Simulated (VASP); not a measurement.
The system is SiO2.

```
Si O
1.0
    -1.76357    1.76357    4.25951
     1.76357   -1.76357    4.25951
     1.76357    1.76357   -4.25951
Si O
2 4
Direct
  0.00000 0.00000 0.00000
  0.75000 0.25000 0.50000
  0.95784 0.45784 0.50000
  0.20784 0.20784 0.00000
  0.54216 0.04216 0.50000
  0.79216 0.79216 0.00000
```

| Property | Result |
| --- | --- |
| Program | VASP 6.6.1 |
| Task | relaxation of cell and atoms |
| Functional | r2SCAN |
| Potentials or basis | VASP PAW PBE potentials, release 64 (Si, O) |
| Cutoff | 600 eV |
| k mesh | 10 × 10 × 10 |
| Occupations | fermi-dirac, width 0.02 eV |
| Spin | no spin polarisation |

At the start: pressure -8.7 GPa; volume 8.83 Å³/atom.

**Question.** Where does the relaxation end?

**Answer.** Over 9 steps the energy falls by 8.1 meV/atom and the volume is 8.53 Å³/atom (-3.4 %); space group I4_1/amd (No. 141, to 0.1 Å) before and after.

The path:
```
step  energy change (eV)  largest force (eV/Å)  pressure (GPa)  volume (Å³)
   1              0.0000                0.1065           -8.68        52.99
   2              0.0457                0.7774           13.57        49.41
   3             -0.0430                0.2353           -0.30        51.48
   4             -0.0476                0.0327            0.00        51.19
   5             -0.0480                0.0212           -0.08        51.25
   6             -0.0483                0.0180            0.06        51.21
   7             -0.0485                0.0116            0.26        51.15
   8             -0.0484                0.0286           -0.41        51.24
   9             -0.0485                0.0039            0.03        51.18
```

Final structure:
```
Si O
1.0
    -1.74330    1.74330    4.20988
     1.74330   -1.74330    4.20988
     1.74330    1.74330   -4.20988
Si O
2 4
Direct
  0.00000 0.00000 0.00000
  0.75000 0.25000 0.50000
  0.95896 0.45896 0.50000
  0.20896 0.20896 0.00000
  0.54104 0.04104 0.50000
  0.79104 0.79104 0.00000
```

Caveat: the PAW data sets were made with another functional, which shifts forces and pressure a little.
